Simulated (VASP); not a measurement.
Here is a VASP 6.6.1 calculation.

The input INCAR:

```
ALGO = Fast ; EDIFF = 1E-7
EDIFFG = -0.08 ; ENCUT = 600
GGA = PE ; IBRION = 2
ISIF = 3 ; ISMEAR = 0
LASPH = True ; LCHARG = False
LREAL = False ; LWAVE = False
NELM = 100 ; NSW = 36
PREC = Accurate ; SIGMA = 0.2
```

File KPOINTS:

```
k-points
0
Gamma
  5 5 3
```

POSCAR

```
Pd4Pt
1.0
    4.1761063300      0.0000000000      0.0000000000
   -2.0880531600      3.6166141700      0.0000000000
    0.0000000000      0.0000000000      5.1070271800
Pd Pt
4 1
Direct
    0.5000000000      0.0000000000      0.0000000000
    0.0000000000      0.5000000000      0.0000000000
    0.5000000000      0.5000000000      0.0000000000
    0.0000000000      0.0000000000      0.5000000000
    0.0000000000      0.0000000000      0.0000000000
```

Potentials or basis: VASP PAW PBE potentials, release 64 (Pd, Pt).

Command:

```sh
$ cat potpaw_PBE.64/Pd/POTCAR potpaw_PBE.64/Pt/POTCAR > POTCAR
$ mpirun -np 1 vasp_std > vasp.out
```

Task: Predict the relaxed volume.

Result: 23.79 Å³/atom.

Task: Predict the relaxed cell.

Result: a = 5.272 Å, b = 5.272 Å, c = 4.942 Å, α = 90.00°, β = 90.00°, γ = 120.00°.

Task: Estimate the band gap on the k mesh.

Result: Zero (bands 25 and 26 overlap by 1.24 eV).

Stress tensor (GPa, compression positive):
```
-0.17  0.00  0.00
 0.00 -0.17  0.00
 0.00  0.00  0.49
```

Caveat: the k points lie up to 0.42 Å⁻¹ apart in the final cell, too coarse for converged energies and pressures of a metal; the volume moved by over 15 % at a fixed basis, so the end points are rough; spin-orbit coupling is left out, which moves the levels of the heavy elements.
